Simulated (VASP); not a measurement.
# MgO (Fm-3m) in VASP: single point with PBE

Aim: the single point of MgO with PBE.

All numbers are computed with VASP 6.6.1; they aren't measurements. Logs are shortened: lines on timing, memory, paths and dates and some standing lists are left out, and cuts for length are marked.

### 1 The cell of the first run

The structure is cubic, space group Fm-3m (No. 225). The conventional cell has a = 4.254 Å, b = 4.254 Å, c = 4.254 Å, α = 90.00°, β = 90.00°, γ = 90.00°. Within 2.8 Å of Mg (site symmetry m-3m) lie 6 O at 2.13 Å. Within 2.8 Å of O (site symmetry m-3m) lie 6 Mg at 2.13 Å.

### 2 Single point, PBE

Contents of INCAR:

```
SYSTEM = MgO
ALGO = Normal ; EDIFF = 1E-6
ENCUT = 600 ; GGA = PE
GGA_COMPAT = .False. ; ISIF = 2
ISMEAR = 0 ; LASPH = .True.
LCHARG = .True. ; LELF = .True.
LREAL = Auto ; LVHAR = .True.
LWAVE = .False. ; NBANDS = 86
NELM = 120 ; PREC = Accurate
SIGMA = 0.01
```

Contents of KPOINTS:

```
k-points
0
Gamma
  1 1 1
  0 0 0
```

Contents of POSCAR:

```
MgO
1.0
   -4.2543812303      4.2543812303      4.2543812303
    4.2543812303     -4.2543812303      4.2543812303
    4.2543812303      4.2543812303     -4.2543812303
Mg O
16 16
Direct
    0.0000000000      0.0000000000      0.0000000000
    0.0000000000      0.2500000000      0.7500000000
    0.0000000000      0.5000000000      0.5000000000
    0.0000000000      0.7500000000      0.2500000000
    0.2500000000      0.0000000000      0.7500000000
    0.2500000000      0.2500000000      0.5000000000
    0.2500000000      0.5000000000      0.2500000000
    0.2500000000      0.7500000000      0.0000000000
    0.5000000000      0.0000000000      0.5000000000
    0.5000000000      0.2500000000      0.2500000000
    0.5000000000      0.5000000000      0.0000000000
    0.5000000000      0.7500000000      0.7500000000
    0.7500000000      0.0000000000      0.2500000000
    0.7500000000      0.2500000000      0.0000000000
    0.7500000000      0.5000000000      0.7500000000
    0.7500000000      0.7500000000      0.5000000000
    0.0000000000      0.0000000000      0.5000000000
    0.0000000000      0.2500000000      0.2500000000
    0.0000000000      0.5000000000      0.0000000000
    0.0000000000      0.7500000000      0.7500000000
    0.2500000000      0.0000000000      0.2500000000
    0.2500000000      0.2500000000      0.0000000000
    0.2500000000      0.5000000000      0.7500000000
    0.2500000000      0.7500000000      0.5000000000
    0.5000000000      0.0000000000      0.0000000000
    0.5000000000      0.2500000000      0.7500000000
    0.5000000000      0.5000000000      0.5000000000
    0.5000000000      0.7500000000      0.2500000000
    0.7500000000      0.0000000000      0.7500000000
    0.7500000000      0.2500000000      0.5000000000
    0.7500000000      0.5000000000      0.2500000000
    0.7500000000      0.7500000000      0.0000000000
```

Potentials or basis: VASP PAW PBE potentials, release 64 (Mg, O).

Started as:

```
$ cat potpaw_PBE.64/Mg/POTCAR potpaw_PBE.64/O/POTCAR > POTCAR
$ mpirun -np 1 vasp_gam > vasp.out
```

OUTCAR:

```text
SYSTEM = MgO
   EDIFF = 1E-6
   ENCUT = 600
   GGA = PE
   ISIF = 2
   ISMEAR = 0
   LASPH = .True.
   LREAL = Auto
   NELM = 120
   PREC = Accurate

 ion  position               nearest neighbor table
   1  0.000  0.000  0.000-  18 2.13  20 2.13  21 2.13  22 2.13  29 2.13  32 2.13  10 3.01  13 3.01
                            14 3.01   2 3.01   4 3.01   5 3.01   6 3.01   7 3.01   8 3.01  16 3.01
   2  0.000  0.250  0.750-  17 2.13  19 2.13  22 2.13  23 2.13  29 2.13  30 2.13  11 3.01  14 3.01
                            15 3.01   1 3.01   3 3.01   5 3.01   6 3.01   7 3.01   8 3.01  13 3.01
   3  0.000  0.500  0.500-  18 2.13  20 2.13  23 2.13  24 2.13  30 2.13  31 2.13  12 3.01  15 3.01
                            16 3.01   2 3.01   4 3.01   5 3.01   6 3.01   7 3.01   8 3.01  14 3.01
   4  0.000  0.750  0.250-  17 2.13  19 2.13  21 2.13  24 2.13  31 2.13  32 2.13   9 3.01  13 3.01
                            16 3.01   1 3.01   3 3.01   5 3.01   6 3.01   7 3.01   8 3.01  15 3.01
   5  0.250  0.000  0.750-  17 2.13  20 2.13  22 2.13  24 2.13  25 2.13  26 2.13  11 3.01  12 3.01
                            14 3.01   1 3.01   2 3.01   6 3.01   8 3.01   9 3.01  10 3.01   4 3.01
   6  0.250  0.250  0.500-  17 2.13  18 2.13  21 2.13  23 2.13  26 2.13  27 2.13  11 3.01  12 3.01
                            15 3.01   2 3.01   3 3.01   5 3.01   7 3.01   9 3.01  10 3.01   1 3.01
   7  0.250  0.500  0.250-  18 2.13  19 2.13  22 2.13  24 2.13  27 2.13  28 2.13  11 3.01  12 3.01
                            16 3.01   3 3.01   4 3.01   6 3.01   8 3.01   9 3.01  10 3.01   2 3.01
   8  0.250  0.750  0.000-  19 2.13  20 2.13  21 2.13  23 2.13  25 2.13  28 2.13  11 3.01  12 3.01
                            13 3.01   1 3.01   4 3.01   5 3.01   7 3.01   9 3.01  10 3.01   3 3.01
   9  0.500  0.000  0.500-  21 2.13  24 2.13  26 2.13  28 2.13  29 2.13  30 2.13  14 3.01  15 3.01
[... 17 lines left out ...]
  19  0.000  0.500  0.000-   2 2.13   4 2.13   7 2.13   8 2.13  14 2.13  15 2.13
  20  0.000  0.750  0.750-   1 2.13   3 2.13   5 2.13   8 2.13  15 2.13  16 2.13
  21  0.250  0.000  0.250-   1 2.13   4 2.13   6 2.13   8 2.13   9 2.13  10 2.13
  22  0.250  0.250  0.000-   1 2.13   2 2.13   5 2.13   7 2.13  10 2.13  11 2.13
[... 8 lines left out ...]
  31  0.750  0.500  0.250-   3 2.13   4 2.13  10 2.13  11 2.13  14 2.13  16 2.13
  32  0.750  0.750  0.000-   1 2.13   4 2.13  11 2.13  12 2.13  13 2.13  15 2.13

  LATTYP: Found a body centered cubic cell.
 ALAT       =     8.5087624606

  Lattice vectors:

 A1 = (  -4.2543812303,   4.2543812303,   4.2543812303)
 A2 = (   4.2543812303,  -4.2543812303,   4.2543812303)
 A3 = (   4.2543812303,   4.2543812303,  -4.2543812303)

Analysis of symmetry for initial positions (statically):
=====================================================================
 Subroutine PRICEL returns following result:

  LATTYP: Found a face centered cubic cell.
 ALAT       =     4.2543812303

  Lattice vectors:

 A1 = (   2.1271906152,  -2.1271906152,   0.0000000000)
 A2 = (   0.0000000000,  -2.1271906152,  -2.1271906152)
 A3 = (   2.1271906152,  -0.0000000000,  -2.1271906152)

  16 primitive cells build up your supercell.

 Routine SETGRP: Setting up the symmetry group for a
 body centered cubic supercell.

 Subroutine GETGRP returns: Found 48 space group operations
 (whereof 48 operations were pure point group operations)
 out of a pool of 48 trial point group operations.

The static configuration has the point symmetry O_h .

Analysis of symmetry for dynamics (positions and initial velocities):
=====================================================================
 Subroutine PRICEL returns following result:

  LATTYP: Found a face centered cubic cell.
 ALAT       =     4.2543812303

  Lattice vectors:

 A1 = (   2.1271906152,  -2.1271906152,   0.0000000000)
 A2 = (   0.0000000000,  -2.1271906152,  -2.1271906152)
 A3 = (   2.1271906152,  -0.0000000000,  -2.1271906152)

  16 primitive cells build up your supercell.

 Routine SETGRP: Setting up the symmetry group for a
 body centered cubic supercell.

 Subroutine GETGRP returns: Found 48 space group operations
 (whereof 48 operations were pure point group operations)
 out of a pool of 48 trial point group operations.

The dynamic configuration has the point symmetry O_h .

 Subroutine INISYM returns: Found 48 space group operations
 (whereof 48 operations are pure point group operations),
 and found    16 'primitive' translations

----------------------------------------------------------------------------------------

                                     Primitive cell

  volume of cell :      19.2508

  direct lattice vectors                    reciprocal lattice vectors
     2.127190615 -2.127190615  0.000000000     0.235051808 -0.235051808  0.235051808
     0.000000000 -2.127190615 -2.127190615    -0.235051808 -0.235051808 -0.235051808
     2.127190615 -0.000000000 -2.127190615     0.235051808  0.235051808 -0.235051808

  length of vectors
     3.008301818  3.008301818  3.008301818     0.407121674  0.407121674  0.407121674

  position of ions in fractional coordinates (direct lattice)
     0.000000000  0.000000000  0.000000000
     0.500000000  0.500000000  0.500000000

  ion indices of the primitive-cell ions
   primitive index   ion index
                 1           1
                 2          29

----------------------------------------------------------------------------------------

 KPOINTS: k-points

Automatic generation of k-mesh.
 Grid dimensions read from file:
 generate k-points for:    1    1    1

 Generating k-lattice:

  Cartesian coordinates                     Fractional coordinates (reciprocal lattice)
     0.000000000  0.117525904  0.117525904     1.000000000  0.000000000  0.000000000
     0.117525904  0.000000000  0.117525904     0.000000000  1.000000000  0.000000000
     0.117525904  0.117525904  0.000000000     0.000000000  0.000000000  1.000000000

  Length of vectors
     0.166206727  0.166206727  0.166206727

  Shift w.r.t. Gamma in fractional coordinates (k-lattice)
     0.000000000  0.000000000  0.000000000

 Subroutine IBZKPT returns following result:
 ===========================================

 Found      1 irreducible k-points:

 Following reciprocal coordinates:
            Coordinates               Weight
  0.000000  0.000000  0.000000      1.000000
   k-points           NKPTS =      1   k-points in BZ     NKDIM =      1   number of bands    NBANDS=     86
   number of dos      NEDOS =    301   number of ions     NIONS =     32
   total plane-waves  NPLWV = 216000
   dimension x,y,z NGX =    60 NGY =   60 NGZ =   60
   dimension x,y,z NGXF=   120 NGYF=  120 NGZF=  120
   ions per type =              16  16
   NGX,Y,Z   is equivalent  to a cutoff of  13.54, 13.54, 13.54 a.u.
   NGXF,Y,Z  is equivalent  to a cutoff of  27.07, 27.07, 27.07 a.u.
 SYSTEM =  MgO
   PREC   = accura    normal or accurate (medium, high low for compatibility)
   ISTART =      0    job   : 0-new  1-cont  2-samecut
   ICHARG =      2    charge: 1-file 2-atom 10-const
   ISPIN  =      1    spin polarized calculation?
   LNONCOLLINEAR =      F non collinear calculations
   LSORBIT =      F    spin-orbit coupling
   LASPH  =      T    aspherical Exc in radial PAW
   ENCUT  =  600.0 eV  44.10 Ry    6.64 a.u.  14.72 14.72 14.72*2*pi/ulx,y,z
   NELM   =    120;   NELMIN=  2; NELMDL= -5     # of ELM steps
   EDIFF  = 0.1E-05   stopping-criterion for ELM
   LREAL  =      T    real-space projection
   EDIFFG = 0.1E-04   stopping-criterion for IOM
   NSW    =      0    number of steps for IOM
   IBRION =     -1    ionic relax: 0-MD 1-quasi-New 2-CG
   NFREE  =      0    steps in history (QN), initial steepest desc. (CG)
   ISIF   =      2    stress and relaxation
   ISYM   =      2    0-nonsym 1-usesym 2-fastsym
   POTIM  = 0.5000    time-step for ionic-motion
   TEBEG  =    0.0;   TEEND  =   0.0 temperature during run
   PSTRESS=    0.0 pullay stress
   NELECT =     128.0000    total number of electrons
   NUPDOWN=      -1.0000    fix difference up-down
   EMIN   =  10.00;   EMAX   =-10.00  energy-range for DOS
   EFERMI =   0.00;   METHOD = LEGACY
   ISMEAR =     0;   SIGMA  =   0.01  broadening in eV -4-tet -1-fermi 0-gaus
   EFERMI_NEDOS =   21; number of points for ismear=-14 and -15
   IALGO  =     38    algorithm
   IMIX   =      4    mixing-type and parameters
     AMIX     =   0.40;   BMIX     =  1.00
     AMIX_MAG =   1.60;   BMIX_MAG =  1.00
  volume/ion in A,a.u.               =       9.63        64.96
  Fermi-wavevector in a.u.,A,eV,Ry     =   1.221673  2.308628 20.306500  1.492486
  Thomas-Fermi vector in A             =   2.356847
   LORBIT       =      0    0 simple, 1 ext, 2 COOP (PROOUT), +10 PAW based schemes
   GGA     = PE    functional components
   LHFCALC =     F    Hartree Fock is set to
   AEXX    =    0.0000 exact exchange contribution
   IVDW    =     0    specifies the selected vdW correction
   LEPSILON=     F    determine dielectric tensor
   LRPA    =     F    only Hartree local field effects (RPA)
 non-spin polarized calculation
 Gauss-broadening in eV      SIGMA  =   0.01
  energy-cutoff  :      600.00
  volume of cell :      308.01
 maximum number of plane-waves:      5093
 NGX is ok and might be reduce to    60
   NGX = 29   NGY = 29   NGZ = 29

 number of electron     128.0000054 magnetization

 Free energy of the ion-electron system (eV)
  ---------------------------------------------------
  ext. energy  EPLUGINS =         0.00000000
  ---------------------------------------------------
  free energy    TOTEN  =      -190.04714650 eV

  energy without entropy =     -190.04714650  energy(sigma->0) =     -190.04714650

 E-fermi :   3.0976     XC(G=0): -10.9314

 val. band max:        2.9953440035   @ k =   0.0000   0.0000   0.0000
 cond. band min:       7.4185559519   @ k =   0.0000   0.0000   0.0000
 fundamental gap:      4.4232119484
 Fermi energy:         3.0976384588

 k-point     1 :       0.0000    0.0000    0.0000
  band No.  band energies     occupation
      1     -14.1202      2.00000
      2     -12.9736      2.00000
      3     -12.9736      2.00000
      4     -12.9736      2.00000
      5     -12.9736      2.00000
      6     -12.9736      2.00000
[... 68 lines left out ...]
     75      12.1859      0.00000
     76      12.1859      0.00000
 [bands above 76 left out]

------------------------ aborting loop because EDIFF is reached ----------------------------------------

  FORCE on cell =-STRESS in cart. coord.  units (eV):
  Direction    XX          YY          ZZ          XY          YZ          ZX
  --------------------------------------------------------------------------------------
  -------------------------------------------------------------------------------------
  Total       -2.7825723     -2.7825723     -2.7825723      0.0000000      0.0000000     -0.0000000
  in kB      -14.4739758    -14.4739758    -14.4739758      0.0000000      0.0000000     -0.0000000
  external PRESSURE =     -14.4739758 kB  Pullay stress =       0.0000000 kB

 VOLUME and BASIS-vectors are now :
 -----------------------------------------------------------------------------
  energy-cutoff  :      600.00
  volume of cell :      308.01
      direct lattice vectors                 reciprocal lattice vectors
    -4.254381230  4.254381230  4.254381230     0.000000000  0.117525904  0.117525904
     4.254381230 -4.254381230  4.254381230     0.117525904  0.000000000  0.117525904
     4.254381230  4.254381230 -4.254381230     0.117525904  0.117525904  0.000000000

 POSITION                                       TOTAL-FORCE (eV/Angst)
 -----------------------------------------------------------------------------------
      0.00000      0.00000      0.00000        -0.000000     -0.000000      0.000000
      4.25438      2.12719     -2.12719         0.000000      0.000000     -0.000000
      4.25438      0.00000      0.00000         0.000000      0.000000     -0.000000
      4.25438     -2.12719      2.12719         0.000000      0.000000     -0.000000
      2.12719      4.25438     -2.12719         0.000000      0.000000      0.000000
      2.12719      2.12719      0.00000        -0.000000      0.000000     -0.000000
[... 24 lines left out ...]
      0.00000      2.12719      4.25438         0.000000     -0.000000     -0.000000
      0.00000      0.00000      6.38157         0.000000     -0.000000      0.000000
 -----------------------------------------------------------------------------------
    total drift:                               -0.000000     -0.000000      0.000000

  FREE ENERGIE OF THE ION-ELECTRON SYSTEM (eV)
  ---------------------------------------------------
  free  energy   TOTEN  =      -190.0471465001 eV

  energy  without entropy=     -190.0471465001  energy(sigma->0) =     -190.04714650
```

It took 42 s on 1 thread of Intel Xeon 6975P-C (Granite Rapids), shared host; peak memory 0.45 GiB.

What came out:

- Free energy: -190.0471 eV
- Pressure: -1.4 GPa
- Band gap on the k mesh: 4.42 eV

Caveat: the k points lie up to 1.04 Å⁻¹ apart, too coarse for converged energies, forces and pressures; an odd mesh through Γ misses points on the zone boundary, where band edges can lie.
